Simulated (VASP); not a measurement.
# SiC (P6_3mc) in VASP: a series of runs

The runs below take SiC through single point, with PBE.

All numbers are computed with VASP 6.6.1; they aren't measurements. Logs are shortened: lines on timing, memory, paths and dates and some standing lists are left out, and cuts for length are marked.

## (1) The cell of the first run

It takes space group P6_3mc (No. 186, hexagonal). Conventional cell: a = 3.342 Å, b = 3.342 Å, c = 9.724 Å, α = 90.00°, β = 90.00°, γ = 120.00°. Si (site symmetry 3m) has 4 C at 1.83 to 2.02 Å within 2.4 Å. Within 2.4 Å of Si (site symmetry 3m) lie 4 C at 1.82 to 2.02 Å. C (site symmetry 3m) has 4 Si at 1.83 to 2.02 Å within 2.4 Å. Within 2.4 Å of C (site symmetry 3m) lie 4 Si at 1.82 to 2.02 Å.

## (2) Single point, PBE (strain +0.080 along x and y, -0.040 along z)

The input, INCAR:

```
SYSTEM = SiC
PREC = Accurate
ENCUT = 520
EDIFF = 1E-6
ISMEAR = 0
SIGMA = 0.05
LREAL = .FALSE.
LASPH = .TRUE.
NELM = 80
ALGO = Normal
ISIF = 2
LWAVE = .FALSE.
LCHARG = .FALSE.
GGA = PE
NBANDS = 26
```

The input, KPOINTS:

```
regular mesh
0
G
  12 12 4
  0 0 0
```

The input, POSCAR:

```
SiC
1.0
    3.3416497952      0.0000000000      0.0000000000
   -1.6708248976      2.8939536132      0.0000000000
    0.0000000000      0.0000000000      9.7241656306
Si C
4 4
Direct
    0.6666666667      0.3333333333      0.9378441878
    0.3333333333      0.6666666667      0.4378441878
    0.0000000000      0.0000000000      0.6878995565
    0.0000000000      0.0000000000      0.1878995565
    0.6666666667      0.3333333333      0.7498074459
    0.3333333333      0.6666666667      0.2498074459
    0.0000000000      0.0000000000      0.5004478098
    0.0000000000      0.0000000000      0.0004478098
```

Potentials or basis: VASP PAW PBE potentials, release 64 (Si, C).

The run is started by

```bash
> cat potpaw_PBE.64/Si/POTCAR potpaw_PBE.64/C/POTCAR > POTCAR
> mpirun -np 1 vasp_std > vasp.out
```

OUTCAR:

```text
SYSTEM = SiC
   PREC = Accurate
   ENCUT = 520
   EDIFF = 1E-6
   ISMEAR = 0
   LREAL = .FALSE.
   LASPH = .TRUE.
   NELM = 80
   ISIF = 2
   GGA = PE

 ion  position               nearest neighbor table
   1  0.667  0.333  0.938-   5 1.83   8 2.02   8 2.02   8 2.02   3 3.10   3 3.10   3 3.10   4 3.10
                             4 3.10   4 3.10
   2  0.333  0.667  0.438-   6 1.83   7 2.02   7 2.02   7 2.02   4 3.10   4 3.10   4 3.10   3 3.10
                             3 3.10   3 3.10
   3  0.000  0.000  0.688-   7 1.82   5 2.02   5 2.02   5 2.02   1 3.10   1 3.10   1 3.10   2 3.10
                             2 3.10   2 3.10
   4  0.000  0.000  0.188-   8 1.82   6 2.02   6 2.02   6 2.02   2 3.10   2 3.10   2 3.10   1 3.10
                             1 3.10   1 3.10
   5  0.667  0.333  0.750-   1 1.83   3 2.02   3 2.02   3 2.02
   6  0.333  0.667  0.250-   2 1.83   4 2.02   4 2.02   4 2.02
   7  0.000  0.000  0.500-   3 1.82   2 2.02   2 2.02   2 2.02
   8  0.000  0.000  0.000-   4 1.82   1 2.02   1 2.02   1 2.02

  LATTYP: Found a hexagonal cell.
 ALAT       =     3.3416497952
 C/A-ratio  =     2.9099894443

  Lattice vectors:

 A1 = (   3.3416497952,   0.0000000000,   0.0000000000)
 A2 = (  -1.6708248976,   2.8939536132,   0.0000000000)
 A3 = (   0.0000000000,   0.0000000000,   9.7241656306)

Analysis of symmetry for initial positions (statically):
=====================================================================
 Subroutine PRICEL returns:
 Original cell was already a primitive cell.

 Routine SETGRP: Setting up the symmetry group for a
 hexagonal supercell.

 Subroutine GETGRP returns: Found 12 space group operations
 (whereof  6 operations were pure point group operations)
 out of a pool of 24 trial point group operations.

The static configuration has the point symmetry C_3v.
 The point group associated with its full space group is C_6v.

Analysis of symmetry for dynamics (positions and initial velocities):
=====================================================================
 Subroutine PRICEL returns:
 Original cell was already a primitive cell.

 Routine SETGRP: Setting up the symmetry group for a
 hexagonal supercell.

 Subroutine GETGRP returns: Found 12 space group operations
 (whereof  6 operations were pure point group operations)
 out of a pool of 24 trial point group operations.

The dynamic configuration has the point symmetry C_3v.
 The point group associated with its full space group is C_6v.

 Subroutine INISYM returns: Found 12 space group operations
 (whereof  6 operations are pure point group operations),
 and found     1 'primitive' translations

----------------------------------------------------------------------------------------

                                     Primitive cell

  volume of cell :      94.0383

  direct lattice vectors                    reciprocal lattice vectors
     3.341649795  0.000000000  0.000000000     0.299253381  0.172774020  0.000000000
    -1.670824898  2.893953613  0.000000000     0.000000000  0.345548040  0.000000000
     0.000000000  0.000000000  9.724165631     0.000000000  0.000000000  0.102836586

  length of vectors
     3.341649795  3.341649795  9.724165631     0.345548040  0.345548040  0.102836586

  position of ions in fractional coordinates (direct lattice)
     0.666666667  0.333333333  0.937844188
     0.333333333  0.666666667  0.437844188
     0.000000000  0.000000000  0.687899556
     0.000000000  0.000000000  0.187899556
     0.666666667  0.333333333  0.749807446
     0.333333333  0.666666667  0.249807446
     0.000000000  0.000000000  0.500447810
     0.000000000  0.000000000  0.000447810

  ion indices of the primitive-cell ions
   primitive index   ion index
                 1           1
                 2           2
                 3           3
                 4           4
                 5           5
                 6           6
                 7           7
                 8           8

----------------------------------------------------------------------------------------

 KPOINTS: regular mesh

Automatic generation of k-mesh.
 Grid dimensions read from file:
 generate k-points for:   12   12    4

 Generating k-lattice:

  Cartesian coordinates                     Fractional coordinates (reciprocal lattice)
     0.024937782  0.014397835  0.000000000     0.083333333 -0.000000000  0.000000000
     0.000000000  0.028795670  0.000000000     0.000000000  0.083333333  0.000000000
     0.000000000  0.000000000  0.025709147     0.000000000  0.000000000  0.250000000

  Length of vectors
     0.028795670  0.028795670  0.025709147

  Shift w.r.t. Gamma in fractional coordinates (k-lattice)
     0.000000000  0.000000000  0.000000000

 Subroutine IBZKPT returns following result:
 ===========================================

 Found     57 irreducible k-points:

 Following reciprocal coordinates:
            Coordinates               Weight
  0.000000  0.000000  0.000000      1.000000
  0.083333 -0.000000  0.000000      6.000000
  0.166667 -0.000000  0.000000      6.000000
  0.250000  0.000000  0.000000      6.000000
  0.333333 -0.000000  0.000000      6.000000
  0.416667  0.000000  0.000000      6.000000
[... 16 lines left out ...]
  0.250000  0.000000  0.250000     12.000000
  0.333333 -0.000000  0.250000     12.000000
 [... further k-points ...]
   k-points           NKPTS =     57   k-points in BZ     NKDIM =     57   number of bands    NBANDS=     26
   number of dos      NEDOS =    301   number of ions     NIONS =      8
   total plane-waves  NPLWV =  56448
   dimension x,y,z NGX =    28 NGY =   28 NGZ =   72
   dimension x,y,z NGXF=    56 NGYF=   56 NGZF=  144
   ions per type =               4   4
   NGX,Y,Z   is equivalent  to a cutoff of  13.93, 13.93, 12.31 a.u.
   NGXF,Y,Z  is equivalent  to a cutoff of  27.86, 27.86, 24.62 a.u.
 SYSTEM =  SiC
   PREC   = accura    normal or accurate (medium, high low for compatibility)
   ISTART =      0    job   : 0-new  1-cont  2-samecut
   ICHARG =      2    charge: 1-file 2-atom 10-const
   ISPIN  =      1    spin polarized calculation?
   LNONCOLLINEAR =      F non collinear calculations
   LSORBIT =      F    spin-orbit coupling
   LASPH  =      T    aspherical Exc in radial PAW
   ENCUT  =  520.0 eV  38.22 Ry    6.18 a.u.   6.21  6.21 18.08*2*pi/ulx,y,z
   NELM   =     80;   NELMIN=  2; NELMDL= -5     # of ELM steps
   EDIFF  = 0.1E-05   stopping-criterion for ELM
   LREAL  =      F    real-space projection
   EDIFFG = 0.1E-04   stopping-criterion for IOM
   NSW    =      0    number of steps for IOM
   IBRION =     -1    ionic relax: 0-MD 1-quasi-New 2-CG
   NFREE  =      0    steps in history (QN), initial steepest desc. (CG)
   ISIF   =      2    stress and relaxation
   ISYM   =      2    0-nonsym 1-usesym 2-fastsym
   POTIM  = 0.5000    time-step for ionic-motion
   TEBEG  =    0.0;   TEEND  =   0.0 temperature during run
   PSTRESS=    0.0 pullay stress
   NELECT =      32.0000    total number of electrons
   NUPDOWN=      -1.0000    fix difference up-down
   EMIN   =  10.00;   EMAX   =-10.00  energy-range for DOS
   EFERMI =   0.00;   METHOD = LEGACY
   ISMEAR =     0;   SIGMA  =   0.05  broadening in eV -4-tet -1-fermi 0-gaus
   EFERMI_NEDOS =   21; number of points for ismear=-14 and -15
   IALGO  =     38    algorithm
   IMIX   =      4    mixing-type and parameters
     AMIX     =   0.40;   BMIX     =  1.00
     AMIX_MAG =   1.60;   BMIX_MAG =  1.00
  volume/ion in A,a.u.               =      11.75        79.33
  Fermi-wavevector in a.u.,A,eV,Ry     =   1.142939  2.159842 17.773433  1.306310
  Thomas-Fermi vector in A             =   2.279636
   LORBIT       =      0    0 simple, 1 ext, 2 COOP (PROOUT), +10 PAW based schemes
   GGA     = PE    functional components
   LHFCALC =     F    Hartree Fock is set to
   AEXX    =    0.0000 exact exchange contribution
   IVDW    =     0    specifies the selected vdW correction
   LEPSILON=     F    determine dielectric tensor
   LRPA    =     F    only Hartree local field effects (RPA)
 non-spin polarized calculation
 Gauss-broadening in eV      SIGMA  =   0.05
  energy-cutoff  :      520.00
  volume of cell :       94.04
 maximum number of plane-waves:      2550
 NGX is ok and might be reduce to    28
   NGX = 13   NGY = 13   NGZ = 37

 number of electron      32.0000003 magnetization

 Free energy of the ion-electron system (eV)
  ---------------------------------------------------
  ext. energy  EPLUGINS =         0.00000000
  ---------------------------------------------------
  free energy    TOTEN  =       -58.44314106 eV

  energy without entropy =      -58.44314106  energy(sigma->0) =      -58.44314106

 E-fermi :   7.1106     XC(G=0): -10.7930

 val. band max:        6.8796418485   @ k =   0.0000   0.0000   0.0000
 cond. band min:       8.4467089294   @ k =   0.5000   0.0000   0.0000
 fundamental gap:      1.5670670810
 Fermi energy:         7.1106281489

 k-point     1 :       0.0000    0.0000    0.0000
  band No.  band energies     occupation
      1      -7.7524      2.00000
      2      -6.5008      2.00000
      3      -6.4182      2.00000
      4      -3.7733      2.00000
      5      -0.9614      2.00000
      6       3.2910      2.00000
[... 18 lines left out ...]
     25      13.7160      0.00000
     26      13.7213      0.00000

 k-point     2 :       0.0833   -0.0000    0.0000
  band No.  band energies     occupation
      1      -7.6539      2.00000
      2      -6.4077      2.00000
      3      -6.3244      2.00000
      4      -3.7045      2.00000
      5      -0.8808      2.00000
      6       3.1888      2.00000
[... 18 lines left out ...]
     25      13.3195      0.00000
     26      13.8055      0.00000

 k-point     3 :       0.1667   -0.0000    0.0000
  band No.  band energies     occupation
      1      -7.3617      2.00000
      2      -6.1332      2.00000
      3      -6.0474      2.00000
      4      -3.5132      2.00000
      5      -0.6539      2.00000
      6       2.6058      2.00000
[... 18 lines left out ...]
     25      13.5923      0.00000
     26      13.6344      0.00000

 k-point     4 :       0.2500    0.0000    0.0000
  band No.  band energies     occupation
      1      -6.8865      2.00000
      2      -5.6951      2.00000
      3      -5.6046      2.00000
      4      -3.2614      2.00000
      5      -0.3524      2.00000
      6       1.4345      2.00000
[... 18 lines left out ...]
     25      14.2614      0.00000
     26      14.6982      0.00000

 k-point     5 :       0.3333   -0.0000    0.0000
  band No.  band energies     occupation
      1      -6.2542      2.00000
      2      -5.1403      2.00000
      3      -5.0412      2.00000
      4      -3.1116      2.00000
      5      -0.2488      2.00000
      6       0.2916      2.00000
[... 18 lines left out ...]
     25      15.0356      0.00000
     26      15.3677      0.00000

 k-point     6 :       0.4167    0.0000    0.0000
  band No.  band energies     occupation
      1      -5.5361      2.00000
      2      -4.6142      2.00000
      3      -4.4852      2.00000
      4      -3.2728      2.00000
      5      -0.7795      2.00000
      6      -0.5318      2.00000
[... 427 lines left out ...]
 k-point    21 :       0.0833   -0.0000    0.2500
  band No.  band energies     occupation
      1      -7.5718      2.00000
      2      -6.9229      2.00000
      3      -5.6741      2.00000
      4      -4.1070      2.00000
      5      -0.3739      2.00000
      6       1.9633      2.00000
[... 18 lines left out ...]
     25      13.3261      0.00000
     26      13.6636      0.00000

 k-point    22 :       0.1667   -0.0000    0.2500
  band No.  band energies     occupation
      1      -7.2805      2.00000
      2      -6.6394      2.00000
      3      -5.4106      2.00000
      4      -3.8920      2.00000
      5      -0.1967      2.00000
      6       1.8032      2.00000
[... 18 lines left out ...]
     25      13.4929      0.00000
     26      13.7050      0.00000

 k-point    23 :       0.2500    0.0000    0.2500
  band No.  band energies     occupation
      1      -6.8071      2.00000
      2      -6.1822      2.00000
      3      -4.9968      2.00000
      4      -3.5883      2.00000
      5      -0.0376      2.00000
      6       1.1398      2.00000
[... 18 lines left out ...]
     25      14.1881      0.00000
     26      14.3471      0.00000

 k-point    24 :       0.3333   -0.0000    0.2500
  band No.  band energies     occupation
      1      -6.1785      2.00000
      2      -5.5872      2.00000
      3      -4.4973      2.00000
      4      -3.3368      2.00000
      5      -0.2462      2.00000
      6       0.1937      2.00000
[... 18 lines left out ...]
     25      14.8164      0.00000
     26      14.9587      0.00000

 [... further k-points ...]

------------------------ aborting loop because EDIFF is reached ----------------------------------------

  FORCE on cell =-STRESS in cart. coord.  units (eV):
  Direction    XX          YY          ZZ          XY          YZ          ZX
  --------------------------------------------------------------------------------------
  -------------------------------------------------------------------------------------
  Total      -19.2586271    -19.2586271     10.5655760      0.0000000     -0.0000000      0.0000000
  in kB     -328.1187585   -328.1187585    180.0109461      0.0000000     -0.0000000      0.0000000
  external PRESSURE =    -158.7421903 kB  Pullay stress =       0.0000000 kB

 VOLUME and BASIS-vectors are now :
 -----------------------------------------------------------------------------
  energy-cutoff  :      520.00
  volume of cell :       94.04
      direct lattice vectors                 reciprocal lattice vectors
     3.341649795  0.000000000  0.000000000     0.299253381  0.172774020  0.000000000
    -1.670824898  2.893953613  0.000000000     0.000000000  0.345548040  0.000000000
     0.000000000  0.000000000  9.724165631     0.000000000  0.000000000  0.102836586

 POSITION                                       TOTAL-FORCE (eV/Angst)
 -----------------------------------------------------------------------------------
      1.67082      0.96465      9.11975         0.000000     -0.000000      0.958825
     -0.00000      1.92930      4.25767        -0.000000     -0.000000      0.958825
      0.00000      0.00000      6.68925        -0.000000     -0.000000      1.058773
      0.00000      0.00000      1.82717         0.000000      0.000000      1.058773
      1.67082      0.96465      7.29125         0.000000     -0.000000     -1.083140
     -0.00000      1.92930      2.42917        -0.000000      0.000000     -1.083140
      0.00000      0.00000      4.86644         0.000000      0.000000     -0.934458
      0.00000      0.00000      0.00435         0.000000      0.000000     -0.934458
 -----------------------------------------------------------------------------------
    total drift:                                0.000000      0.000000     -0.000731

  FREE ENERGIE OF THE ION-ELECTRON SYSTEM (eV)
  ---------------------------------------------------
  free  energy   TOTEN  =       -58.4431410623 eV

  energy  without entropy=      -58.4431410623  energy(sigma->0) =      -58.44314106
```

Wall time 3.9 min (1 thread of Intel Xeon 8259CL, shared host); peak memory 0.29 GiB.

What came out:

- Free energy: -58.4431 eV
- Pressure: -15.9 GPa
- Largest force: 1.083 eV/Å
- Band gap on the k mesh: 1.57 eV (least direct gap 2.39 eV)

Forces in eV/Å, atoms in the order of the input:
```
Si   0.000  0.000  0.959
Si   0.000  0.000  0.959
Si   0.000  0.000  1.059
Si   0.000  0.000  1.059
C    0.000  0.000 -1.083
C    0.000  0.000 -1.083
C    0.000  0.000 -0.934
C    0.000  0.000 -0.934
```

Caveat: the cell differs from its parent crystal (strain +0.080 along x and y, -0.040 along z); the stress differs along the axes, from -33 to 18 GPa; forces of over 1 eV/Å act on the atoms, so gaps and moduli don't describe the material at rest. A k mesh can miss the band edges.

## (3) Single point, PBE (strain +0.040 along x and y, +0.040 along z)

The input, INCAR:

```
SYSTEM = SiC
PREC = Accurate ; ENCUT = 520
EDIFF = 1E-7 ; ISMEAR = 0
SIGMA = 0.05 ; LREAL = .False.
LASPH = .True. ; NELM = 100
ALGO = Normal ; ISIF = 2
LWAVE = .False. ; LCHARG = .False.
GGA = PE ; NBANDS = 26
```

The input, KPOINTS:

```
Automatic mesh
0
Gamma
  12 12 4
  0 0 0
```

POSCAR, as its differences from that of step 2:

```diff
@@ -2,5 +2,5 @@
 1.0
-    3.3416497952      0.0000000000      0.0000000000
-   -1.6708248976      2.8939536132      0.0000000000
-    0.0000000000      0.0000000000      9.7241656306
+    3.2178849880      0.0000000000      0.0000000000
+   -1.6089424940      2.7867701460      0.0000000000
+    0.0000000000      0.0000000000     10.5345127664
 Si C
```

Potentials or basis: VASP PAW PBE potentials, release 64 (Si, C).

The run is started by

```bash
> cat potpaw_PBE.64/Si/POTCAR potpaw_PBE.64/C/POTCAR > POTCAR
> mpirun -np 1 vasp_std > vasp.out
```

Wall time 4 min (1 thread of Intel Xeon 8259CL, shared host); peak memory 0.26 GiB.

Results (log left out):

* Free energy: -59.5341 eV
* Pressure: -19.8 GPa
* Largest force: 0.032 eV/Å
* Band gap on the k mesh: 2.18 eV (least direct gap 3.26 eV)

Forces in eV/Å, atoms in the order of the input:
```
Si   0.000  0.000  0.032
Si   0.000  0.000  0.032
Si   0.000  0.000 -0.013
Si   0.000  0.000 -0.013
C    0.000  0.000 -0.017
C    0.000  0.000 -0.017
C    0.000  0.000 -0.001
C    0.000  0.000 -0.001
```

Stress tensor (GPa, compression positive):
```
-19.92   0.00   0.00
  0.00 -19.92   0.00
  0.00   0.00 -19.66
```

Levels at points of the mesh, in eV from the valence-band top:
```tsv
k point	band 14	band 15	band 16	band 17	band 18	band 19
(0.00, 0.00, 0.00)	-0.05	0.00	0.00	3.98	4.55	4.77
(0.50, 0.00, 0.00)	-2.07	-1.48	-1.08	2.18	2.24	3.82
(0.00, 0.00, 0.50)	-0.20	-0.20	-0.20	4.19	4.19	5.41
(0.50, 0.00, 0.50)	-2.31	-1.46	-1.46	2.54	2.54	3.86
```

Caveat: the cell differs from its parent crystal (strain +0.040 along x and y, +0.040 along z); the cell stands under tension.

[end of part 1 of 2]
